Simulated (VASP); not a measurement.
A run of VASP 6.6.1:

File POSCAR:

```
Ga
1.0
    2.7784220849      0.0000000000      0.0000000000
    0.0000000000      3.2816087900      0.0000000000
   -1.3434310986      0.0000000000      3.9902731763
Ga
2
Direct
    0.1313560000      0.7476030000      0.7672330000
    0.8576800000      0.2572700000      0.2275200000
```

INCAR.step1

```
SYSTEM = Ga
PREC = Accurate
ENCUT = 520
ISMEAR = -1
SIGMA = 0.1
LREAL = .False.
LASPH = .True.
NELM = 80
NBANDS = 20
GGA = PE
ALGO = Normal
EDIFF = 1E-4
LWAVE = .True.
LCHARG = .False.
```

Contents of INCAR.step2:

```
SYSTEM = Ga
PREC = Accurate
ENCUT = 520
EDIFF = 1E-6
ISMEAR = -1
SIGMA = 0.1
LREAL = .False.
LASPH = .True.
NELM = 80
ALGO = Normal
ISIF = 2
LWAVE = .False.
LCHARG = .False.
METAGGA = R2SCAN
LMIXTAU = .True.
NBANDS = 20
ISTART = 1
```

The input KPOINTS:

```
regular mesh
0
Gamma
  7 6 5
  0 0 0
```

Potentials or basis: VASP PAW PBE potentials, release 64 (Ga_d).

Run with:

```sh
$ cat potpaw_PBE.64/Ga_d/POTCAR > POTCAR
$ cp INCAR.step1 INCAR
$ mpirun -np 1 vasp_std > vasp.out
$ cp INCAR.step2 INCAR
$ mpirun -np 1 vasp_std > vasp.out
```

Hardware: 1 thread of Intel(R) Xeon(R) 6975P-C (Granite Rapids), with other jobs on the host.

**Question.** Estimate the wall time of this run.

**Answer.** Wall time 60 s on 1 thread of Intel(R) Xeon(R) 6975P-C (Granite Rapids), on a shared host, peak memory 0.19 GiB. Counts: k points 106.
